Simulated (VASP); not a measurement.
Sb:

```
Sb
1.0
    -1.57654    1.57654    2.71194
     1.57654   -1.57654    2.71194
     1.57654    1.57654   -2.71194
Sb
1
Cartesian
  0.0000 0.0000 0.0000
```

* Program: VASP 6.6.1
* Task: relaxation of cell and atoms
* Functional: BLYP
* Dispersion: D4
* Potentials or basis: VASP PAW PBE potentials, release 64 (Sb)
* Cutoff: 600 eV
* k mesh: 12 × 12 × 12
* Occupations: fermi-dirac, width 0.05 eV
* Spin: no spin polarisation

At the start: pressure 1.8 GPa; volume 26.96 Å³/atom.

Q: Where does the relaxation end?

A: Over 10 steps the energy falls by 9.2 meV/atom and the volume is 27.99 Å³/atom (+3.8 %); space group I4/mmm (No. 139, to 0.1 Å) before and after.

Step by step:
```tsv
step	energy change (eV)	largest force (eV/Å)	pressure (GPa)	volume (Å³)
1	0.0000	0.0000	1.75	26.96
2	-0.0034	0.0000	-0.75	28.13
3	-0.0043	0.0000	-0.02	27.76
4	-0.0048	0.0000	-0.02	27.79
5	-0.0071	0.0000	0.01	27.86
6	-0.0087	0.0000	0.12	27.99
7	-0.0091	0.0000	0.06	27.95
8	-0.0091	0.0000	0.07	27.95
9	-0.0091	0.0000	-0.15	28.06
10	-0.0092	0.0000	0.00	27.99
```

Final structure:
```yaml
crystal:
  lattice:
    - [-1.57161, 1.57161, 2.83261]
    - [1.57161, -1.57161, 2.83261]
    - [1.57161, 1.57161, -2.83261]
  atoms:
    - { symbol: Sb, position: [0.00000, 0.00000, 0.00000] }
```

Caveat: the dispersion term is far too large for a dense solid, which distorts pressure and volume; the PAW data sets were made with another functional, which shifts forces and pressure a little.
